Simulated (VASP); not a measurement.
# Ni2SbTe (P-6m2) in VASP: notebook

Runs on Ni2SbTe. Level: PBE. Tasks: single point.

All numbers are computed with VASP 6.6.1; they aren't measurements. Logs are shortened: lines on timing, memory, paths and dates and some standing lists are left out, and cuts for length are marked.

### 1 The cell of the first run

Symmetry: P-6m2, No. 187, hexagonal system. Conventional cell: a = 3.966 Å, b = 3.966 Å, c = 5.203 Å, α = 90.00°, β = 90.00°, γ = 120.00°. Within 3.5 Å of Te (site symmetry -6m2) lie 6 Ni at 2.64 Å and 6 Sb at 3.47 Å. Within 3.5 Å of Sb (site symmetry -6m2) lie 6 Ni at 2.63 Å and 6 Te at 3.47 Å. Within 3.4 Å of Ni (site symmetry 3m) lie 2 Ni at 2.57 to 2.63 Å and 3 Sb at 2.63 Å and 3 Te at 2.64 Å.

### 2 Single point, PBE, collinear spin, ferromagnetic start

INCAR

```
SYSTEM = Ni2SbTe
PREC = Accurate
ENCUT = 520
EDIFF = 1E-7
ISMEAR = -1
SIGMA = 0.05
LREAL = .False.
LASPH = .True.
NELM = 150
ALGO = Normal
ISIF = 2
LWAVE = .False.
LCHARG = .False.
ISPIN = 2
MAGMOM = 0 0 0.5 0.5
LORBIT = 11
NUPDOWN = 1.0
LMAXMIX = 4
GGA = PE
NBANDS = 28
```

KPOINTS

```
regular mesh
0
Gamma
  7 7 5
  0 0 0
```

POSCAR

```
Ni2SbTe
1.0
    3.9656228857      0.0000000000      0.0000000000
   -1.9828114428      3.4343301608      0.0000000000
    0.0000000000      0.0000000000      5.2034824400
Te Sb Ni
1 1 2
Direct
    0.3333333333      0.6666666667      0.0000000000
    0.6666666667      0.3333333333      0.5000000000
    0.0000000000      0.0000000000      0.2531824000
    0.0000000000      0.0000000000      0.7468176000
```

Potentials or basis: VASP PAW PBE potentials, release 64 (Te, Sb, Ni).

Command:

```
cat potpaw_PBE.64/Te/POTCAR potpaw_PBE.64/Sb/POTCAR potpaw_PBE.64/Ni/POTCAR > POTCAR
mpirun -np 1 vasp_std > vasp.out
```

OUTCAR:

```text
SYSTEM = Ni2SbTe
   PREC = Accurate
   ENCUT = 520
   EDIFF = 1E-7
   ISMEAR = -1
   LREAL = .False.
   LASPH = .True.
   NELM = 150
   ISIF = 2
   ISPIN = 2
   LORBIT = 11
   NUPDOWN = 1.0
   GGA = PE

 ion  position               nearest neighbor table
   1  0.333  0.667  0.000-   3 2.64   4 2.64   3 2.64   4 2.64   3 2.64   4 2.64   2 3.47   2 3.47
                             2 3.47   2 3.47   2 3.47   2 3.47
   2  0.667  0.333  0.500-   3 2.63   4 2.63   3 2.63   4 2.63   3 2.63   4 2.63   1 3.47   1 3.47
                             1 3.47   1 3.47   1 3.47   1 3.47
   3  0.000  0.000  0.253-   4 2.57   2 2.63   2 2.63   2 2.63   4 2.63   1 2.64   1 2.64   1 2.64

   4  0.000  0.000  0.747-   3 2.57   2 2.63   2 2.63   2 2.63   3 2.63   1 2.64   1 2.64   1 2.64

  LATTYP: Found a hexagonal cell.
 ALAT       =     3.9656228857
 C/A-ratio  =     1.3121475718

  Lattice vectors:

 A1 = (   3.9656228857,   0.0000000000,   0.0000000000)
 A2 = (  -1.9828114428,   3.4343301608,   0.0000000000)
 A3 = (   0.0000000000,   0.0000000000,   5.2034824400)

Analysis of symmetry for initial positions (statically):
=====================================================================
 Subroutine PRICEL returns:
 Original cell was already a primitive cell.

 Routine SETGRP: Setting up the symmetry group for a
 hexagonal supercell.

 Subroutine GETGRP returns: Found 12 space group operations
 (whereof 12 operations were pure point group operations)
 out of a pool of 24 trial point group operations.

The static configuration has the point symmetry D_3h.

Analysis of symmetry for dynamics (positions and initial velocities):
=====================================================================
 Subroutine PRICEL returns:
 Original cell was already a primitive cell.

 Routine SETGRP: Setting up the symmetry group for a
 hexagonal supercell.

 Subroutine GETGRP returns: Found 12 space group operations
 (whereof 12 operations were pure point group operations)
 out of a pool of 24 trial point group operations.

The dynamic configuration has the point symmetry D_3h.

Analysis of structural, dynamic, and magnetic symmetry:
=====================================================================
 Subroutine PRICEL returns:
 Original cell was already a primitive cell.

 Routine SETGRP: Setting up the symmetry group for a
 hexagonal supercell.

 Subroutine GETGRP returns: Found 12 space group operations
 (whereof 12 operations were pure point group operations)
 out of a pool of 24 trial point group operations.

The overall configuration has the point symmetry D_3h.

 Subroutine INISYM returns: Found 12 space group operations
 (whereof 12 operations are pure point group operations),
 and found     1 'primitive' translations

----------------------------------------------------------------------------------------

                                     Primitive cell

  volume of cell :      70.8676

  direct lattice vectors                    reciprocal lattice vectors
     3.965622886  0.000000000  0.000000000     0.252167195  0.145588798  0.000000000
    -1.982811443  3.434330161  0.000000000     0.000000000  0.291177596  0.000000000
     0.000000000  0.000000000  5.203482440     0.000000000  0.000000000  0.192178990

  length of vectors
     3.965622886  3.965622886  5.203482440     0.291177596  0.291177596  0.192178990

  position of ions in fractional coordinates (direct lattice)
     0.333333333  0.666666667  0.000000000
     0.666666667  0.333333333  0.500000000
     0.000000000  0.000000000  0.253182400
     0.000000000  0.000000000  0.746817600

  ion indices of the primitive-cell ions
   primitive index   ion index
                 1           1
                 2           2
                 3           3
                 4           4

----------------------------------------------------------------------------------------

 KPOINTS: regular mesh

Automatic generation of k-mesh.
 Grid dimensions read from file:
 generate k-points for:    7    7    5

 Generating k-lattice:

  Cartesian coordinates                     Fractional coordinates (reciprocal lattice)
     0.036023885  0.020798400  0.000000000     0.142857143  0.000000000  0.000000000
     0.000000000  0.041596799  0.000000000     0.000000000  0.142857143  0.000000000
     0.000000000  0.000000000  0.038435798     0.000000000  0.000000000  0.200000000

  Length of vectors
     0.041596799  0.041596799  0.038435798

  Shift w.r.t. Gamma in fractional coordinates (k-lattice)
     0.000000000  0.000000000  0.000000000

 Subroutine IBZKPT returns following result:
 ===========================================

 Found     24 irreducible k-points:

 Following reciprocal coordinates:
            Coordinates               Weight
  0.000000  0.000000  0.000000      1.000000
  0.142857  0.000000  0.000000      6.000000
  0.285714  0.000000  0.000000      6.000000
  0.428571  0.000000  0.000000      6.000000
  0.142857  0.142857  0.000000      6.000000
  0.285714  0.142857  0.000000     12.000000
[... 16 lines left out ...]
  0.428571  0.142857  0.400000     12.000000
  0.285714  0.285714  0.400000     12.000000
   k-points           NKPTS =     24   k-points in BZ     NKDIM =     24   number of bands    NBANDS=     28
   number of dos      NEDOS =    301   number of ions     NIONS =      4
   total plane-waves  NPLWV =  36000
   dimension x,y,z NGX =    30 NGY =   30 NGZ =   40
   dimension x,y,z NGXF=    60 NGYF=   60 NGZF=   80
   ions per type =               1   1   2
   NGX,Y,Z   is equivalent  to a cutoff of  12.58, 12.58, 12.78 a.u.
   NGXF,Y,Z  is equivalent  to a cutoff of  25.15, 25.15, 25.56 a.u.
 SYSTEM =  Ni2SbTe
   PREC   = accura    normal or accurate (medium, high low for compatibility)
   ISTART =      0    job   : 0-new  1-cont  2-samecut
   ICHARG =      2    charge: 1-file 2-atom 10-const
   ISPIN  =      2    spin polarized calculation?
   LNONCOLLINEAR =      F non collinear calculations
   LSORBIT =      F    spin-orbit coupling
   LASPH  =      T    aspherical Exc in radial PAW
   ENCUT  =  520.0 eV  38.22 Ry    6.18 a.u.   7.37  7.37  9.68*2*pi/ulx,y,z
   NELM   =    150;   NELMIN=  2; NELMDL= -5     # of ELM steps
   EDIFF  = 0.1E-06   stopping-criterion for ELM
   LREAL  =      F    real-space projection
   EDIFFG = 0.1E-05   stopping-criterion for IOM
   NSW    =      0    number of steps for IOM
   IBRION =     -1    ionic relax: 0-MD 1-quasi-New 2-CG
   NFREE  =      0    steps in history (QN), initial steepest desc. (CG)
   ISIF   =      2    stress and relaxation
   ISYM   =      2    0-nonsym 1-usesym 2-fastsym
   POTIM  = 0.5000    time-step for ionic-motion
   TEBEG  =    0.0;   TEEND  =   0.0 temperature during run
   PSTRESS=    0.0 pullay stress
   NELECT =      31.0000    total number of electrons
   NUPDOWN=       1.0000    fix difference up-down
   EMIN   =  10.00;   EMAX   =-10.00  energy-range for DOS
   EFERMI =   0.00;   METHOD = LEGACY
   ISMEAR =    -1;   SIGMA  =   0.05  broadening in eV -4-tet -1-fermi 0-gaus
   EFERMI_NEDOS =   21; number of points for ismear=-14 and -15
   IALGO  =     38    algorithm
   IMIX   =      4    mixing-type and parameters
     AMIX     =   0.40;   BMIX     =  1.00
     AMIX_MAG =   1.60;   BMIX_MAG =  1.00
  volume/ion in A,a.u.               =      17.72       119.56
  Fermi-wavevector in a.u.,A,eV,Ry     =   1.242738  2.348434 21.012804  1.544398
  Thomas-Fermi vector in A             =   2.377079
   LORBIT       =     11    0 simple, 1 ext, 2 COOP (PROOUT), +10 PAW based schemes
   GGA     = PE    functional components
   LHFCALC =     F    Hartree Fock is set to
   AEXX    =    0.0000 exact exchange contribution
   IVDW    =     0    specifies the selected vdW correction
   LEPSILON=     F    determine dielectric tensor
   LRPA    =     F    only Hartree local field effects (RPA)
 spin polarized calculation
  energy-cutoff  :      520.00
  volume of cell :       70.87
 maximum number of plane-waves:      1934
 NGX is ok and might be reduce to    30
   NGX = 15   NGY = 15   NGZ = 19

 number of electron      31.0000014 magnetization       1.0000001

 Free energy of the ion-electron system (eV)
  ---------------------------------------------------
  ext. energy  EPLUGINS =         0.00000000
  ---------------------------------------------------
  free energy    TOTEN  =       -18.97364084 eV

  energy without entropy =      -18.94860955  energy(sigma->0) =      -18.96112519

 E-fermi :   9.5781     XC(G=0): -11.3860

 val. band max:       10.1347137196   @ k =   0.4286   0.1429   0.0000
 cond. band min:       9.6224482133   @ k =   0.4286   0.0000   0.2000
 fundamental gap:     -0.5122655062
 Fermi energy:        10.2064405417

 spin component 1

 k-point     1 :       0.0000    0.0000    0.0000
  band No.  band energies     occupation
      1      -4.0568      1.00000
      2       0.2911      1.00000
      3       3.1770      1.00000
      4       5.5255      1.00000
      5       5.5255      1.00000
      6       6.5913      1.00000
[... 709 lines left out ...]
     26      19.3939      0.00000
     27      20.1294      0.00000
 Fermi energy:         9.5780583071

 spin component 2

 k-point     1 :       0.0000    0.0000    0.0000
  band No.  band energies     occupation
      1      -3.9510      1.00000
      2       0.3878      1.00000
      3       3.2982      1.00000
      4       5.7777      1.00000
      5       5.7777      1.00000
      6       6.8761      1.00000
[... 709 lines left out ...]
     26      19.5041      0.00000
     27      20.2350      0.00000
 [bands above 27 left out]

------------------------ aborting loop because EDIFF is reached ----------------------------------------

  FORCE on cell =-STRESS in cart. coord.  units (eV):
  Direction    XX          YY          ZZ          XY          YZ          ZX
  --------------------------------------------------------------------------------------
  -------------------------------------------------------------------------------------
  Total        1.7078833      1.7078833      1.1819129      0.0000000      0.0000000      0.0000000
  in kB       38.6119055     38.6119055     26.7207407      0.0000000      0.0000000      0.0000000
  external PRESSURE =      34.6481839 kB  Pullay stress =       0.0000000 kB

 VOLUME and BASIS-vectors are now :
 -----------------------------------------------------------------------------
  energy-cutoff  :      520.00
  volume of cell :       70.87
      direct lattice vectors                 reciprocal lattice vectors
     3.965622886  0.000000000  0.000000000     0.252167195  0.145588798  0.000000000
    -1.982811443  3.434330161  0.000000000     0.000000000  0.291177596  0.000000000
     0.000000000  0.000000000  5.203482440     0.000000000  0.000000000  0.192178990

 POSITION                                       TOTAL-FORCE (eV/Angst)
 -----------------------------------------------------------------------------------
     -0.00000      2.28955      0.00000        -0.000000      0.000000     -0.000000
      1.98281      1.14478      2.60174         0.000000      0.000000     -0.000000
      0.00000      0.00000      1.31743         0.000000     -0.000000     -0.050780
      0.00000      0.00000      3.88605        -0.000000     -0.000000      0.050780
 -----------------------------------------------------------------------------------
    total drift:                                0.000000     -0.000000      0.000000

  FREE ENERGIE OF THE ION-ELECTRON SYSTEM (eV)
  ---------------------------------------------------
  free  energy   TOTEN  =       -18.9736408380 eV

  energy  without entropy=      -18.9486095456  energy(sigma->0) =      -18.96112519

 total charge

# of ion       s       p       d       tot
------------------------------------------
    1        1.372   1.898   0.099   3.369
    2        1.156   1.198   0.070   2.425
    3        0.426   0.449   8.458   9.333
    4        0.426   0.449   8.458   9.333
--------------------------------------------------
tot          3.380   3.995  17.084  24.460

 magnetization (x)

# of ion       s       p       d       tot
------------------------------------------
    1        0.024   0.081   0.003   0.108
    2        0.030   0.045   0.002   0.076
    3        0.006   0.017   0.319   0.343
    4        0.006   0.017   0.319   0.343
--------------------------------------------------
tot          0.067   0.160   0.643   0.870
```

Run time: 45 s. Hardware: 1 thread of AMD EPYC 9R45 (Zen 5), shared host; peak memory 0.23 GiB.

Results:

- Free energy: -18.9736 eV
- Pressure: 3.5 GPa
- Largest force: 0.051 eV/Å
- Net moment: 1.00 μB per cell
- Site moments: Te +0.11; Sb +0.08; Ni +0.34 μB
- Valence electrons inside the program's atomic spheres: Te 3.37; Sb 2.42; Ni 9.33

Forces in eV/Å, atoms in the order of the input:
```
Te   0.000  0.000  0.000
Sb   0.000  0.000  0.000
Ni   0.000  0.000 -0.051
Ni   0.000  0.000  0.051
```

Caveat: the cell stands under pressure; spin-orbit coupling is left out, which moves the levels of the heavy elements; the total moment is fixed, so each spin has its own Fermi level and the state may be an excited one.

### 3 Single point, PBE, collinear spin, ferromagnetic start

INCAR

```
SYSTEM = Ni2SbTe
  PREC = Accurate
  ENCUT = 520
  EDIFF = 1E-6
  ISMEAR = -1
  SIGMA = 0.05
  LREAL = .FALSE.
  LASPH = .TRUE.
  NELM = 150
  ALGO = Normal
  ISIF = 2
  LWAVE = .FALSE.
  LCHARG = .FALSE.
  ISPIN = 2
  MAGMOM = 0 0 0.75 0.75
  LORBIT = 11
  NUPDOWN = 1.5
  LMAXMIX = 4
  GGA = PE
  NBANDS = 28
```

KPOINTS

```
regular mesh
0
G
  7 7 5
  0 0 0
```

POSCAR is that of step 2.

Potentials or basis: VASP PAW PBE potentials, release 64 (Te, Sb, Ni).

Command:

```
cat potpaw_PBE.64/Te/POTCAR potpaw_PBE.64/Sb/POTCAR potpaw_PBE.64/Ni/POTCAR > POTCAR
mpirun -np 1 vasp_std > vasp.out
```

OUTCAR:

```text
SYSTEM = Ni2SbTe
   PREC = Accurate
   ENCUT = 520
   EDIFF = 1E-6
   ISMEAR = -1
   LREAL = .FALSE.
   LASPH = .TRUE.
   NELM = 150
   ISIF = 2
   ISPIN = 2
   LORBIT = 11
   NUPDOWN = 1.5
   GGA = PE

 ion  position               nearest neighbor table
   1  0.333  0.667  0.000-   3 2.64   4 2.64   3 2.64   4 2.64   3 2.64   4 2.64   2 3.47   2 3.47
                             2 3.47   2 3.47   2 3.47   2 3.47
   2  0.667  0.333  0.500-   3 2.63   4 2.63   3 2.63   4 2.63   3 2.63   4 2.63   1 3.47   1 3.47
                             1 3.47   1 3.47   1 3.47   1 3.47
   3  0.000  0.000  0.253-   4 2.57   2 2.63   2 2.63   2 2.63   4 2.63   1 2.64   1 2.64   1 2.64

   4  0.000  0.000  0.747-   3 2.57   2 2.63   2 2.63   2 2.63   3 2.63   1 2.64   1 2.64   1 2.64

  LATTYP: Found a hexagonal cell.
 ALAT       =     3.9656228857
 C/A-ratio  =     1.3121475718

  Lattice vectors:

 A1 = (   3.9656228857,   0.0000000000,   0.0000000000)
 A2 = (  -1.9828114428,   3.4343301608,   0.0000000000)
 A3 = (   0.0000000000,   0.0000000000,   5.2034824400)

Analysis of symmetry for initial positions (statically):
=====================================================================
[... 1647 lines left out ...]
  -------------------------------------------------------------------------------------
  Total        2.0758394      2.0758394      1.4082680      0.0000000      0.0000000      0.0000000
  in kB       46.9306730     46.9306730     31.8381877      0.0000000      0.0000000      0.0000000
  external PRESSURE =      41.8998446 kB  Pullay stress =       0.0000000 kB

 VOLUME and BASIS-vectors are now :
 -----------------------------------------------------------------------------
  energy-cutoff  :      520.00
  volume of cell :       70.87
      direct lattice vectors                 reciprocal lattice vectors
     3.965622886  0.000000000  0.000000000     0.252167195  0.145588798  0.000000000
    -1.982811443  3.434330161  0.000000000     0.000000000  0.291177596  0.000000000
     0.000000000  0.000000000  5.203482440     0.000000000  0.000000000  0.192178990

 POSITION                                       TOTAL-FORCE (eV/Angst)
 -----------------------------------------------------------------------------------
     -0.00000      2.28955      0.00000         0.000000     -0.000000      0.000000
      1.98281      1.14478      2.60174        -0.000000      0.000000      0.000000
      0.00000      0.00000      1.31743         0.000000      0.000000     -0.082754
      0.00000      0.00000      3.88605        -0.000000     -0.000000      0.082754
 -----------------------------------------------------------------------------------
    total drift:                                0.000000     -0.000000      0.000000

  FREE ENERGIE OF THE ION-ELECTRON SYSTEM (eV)
  ---------------------------------------------------
  free  energy   TOTEN  =       -18.7872841802 eV

  energy  without entropy=      -18.7668213467  energy(sigma->0) =      -18.77705276

 total charge

# of ion       s       p       d       tot
------------------------------------------
    1        1.374   1.899   0.099   3.372
    2        1.155   1.207   0.069   2.431
    3        0.428   0.453   8.444   9.324
    4        0.428   0.453   8.444   9.324
--------------------------------------------------
tot          3.385   4.011  17.056  24.451

 magnetization (x)

# of ion       s       p       d       tot
------------------------------------------
    1        0.034   0.121   0.005   0.160
    2        0.040   0.078   0.003   0.122
    3        0.010   0.027   0.466   0.503
    4        0.010   0.027   0.466   0.503
--------------------------------------------------
tot          0.094   0.254   0.940   1.288
```

OSZICAR:

```text
N       E                     dE             d eps       ncg     rms          rms(c)
DAV:   1     0.183805572760E+03    0.18381E+03   -0.12339E+04  2688   0.114E+03
DAV:   2    -0.718803675262E+01   -0.19099E+03   -0.17766E+03  2736   0.259E+02
DAV:   3    -0.197903213379E+02   -0.12602E+02   -0.12140E+02  3252   0.761E+01
DAV:   4    -0.200772401736E+02   -0.28692E+00   -0.28626E+00  3204   0.106E+01
DAV:   5    -0.200854487571E+02   -0.82086E-02   -0.82081E-02  3384   0.188E+00    0.154E+01
DAV:   6    -0.221773808071E+02   -0.20919E+01   -0.16114E+01  3104   0.704E+01    0.182E+01
DAV:   7    -0.188010661659E+02    0.33763E+01   -0.77820E+00  3308   0.520E+01    0.466E+00
DAV:   8    -0.188210587644E+02   -0.19993E-01   -0.52300E-01  3416   0.480E+00    0.292E+00
DAV:   9    -0.187888652712E+02    0.32193E-01   -0.70290E-02  3376   0.395E+00    0.104E+00
DAV:  10    -0.187876396017E+02    0.12257E-02   -0.41749E-03  4140   0.583E-01    0.704E-01
DAV:  11    -0.187874886834E+02    0.15092E-03   -0.12366E-03  3028   0.251E-01    0.242E-01
DAV:  12    -0.187872758800E+02    0.21280E-03   -0.48557E-04  3692   0.374E-01    0.425E-02
DAV:  13    -0.187872847840E+02   -0.89039E-05   -0.75638E-05  2972   0.471E-02    0.456E-02
DAV:  14    -0.187872841802E+02    0.60380E-06   -0.53976E-06  3596   0.329E-02
   1 F= -.18787284E+02 E0= -.18777053E+02  d E =-.204628E-01  mag=     1.5000
```

stdout:

```text
POSCAR found type information on POSCAR TeSbNi
 POSCAR found :  3 types and       4 ions
 scaLAPACK will be used
 LDA part: xc-table for (Slater+PW92), standard interpolation
 POSCAR, INCAR and KPOINTS ok, starting setup
 FFT: planning ... GRIDC
 FFT: planning ... GRID_SOFT
 FFT: planning ... GRID
 WAVECAR not read
 entering main loop
```

It took 38 s on 1 thread of AMD EPYC 9R45 (Zen 5), shared host; peak memory 0.23 GiB.

What came out:

```
Free energy                                           : -18.7873 eV
Pressure                                              : 4.2 GPa
Largest force                                         : 0.083 eV/Å
Net moment                                            : 1.50 μB per cell
Site moments                                          : Te +0.16; Sb +0.12; Ni +0.50 μB
Valence electrons inside the program's atomic spheres : Te 3.37; Sb 2.43; Ni 9.32
```

Forces in eV/Å, atoms in the order of the input:
```
Te   0.000  0.000  0.000
Sb   0.000  0.000  0.000
Ni   0.000  0.000 -0.083
Ni   0.000  0.000  0.083
```

Stress tensor (GPa, compression positive):
```
4.69 0.00 0.00
0.00 4.69 0.00
0.00 0.00 3.18
```

Caveat: the cell stands under pressure; spin-orbit coupling is left out, which moves the levels of the heavy elements; the total moment is fixed, so each spin has its own Fermi level and the state may be an excited one.

(Continued in part 2 of 2.)
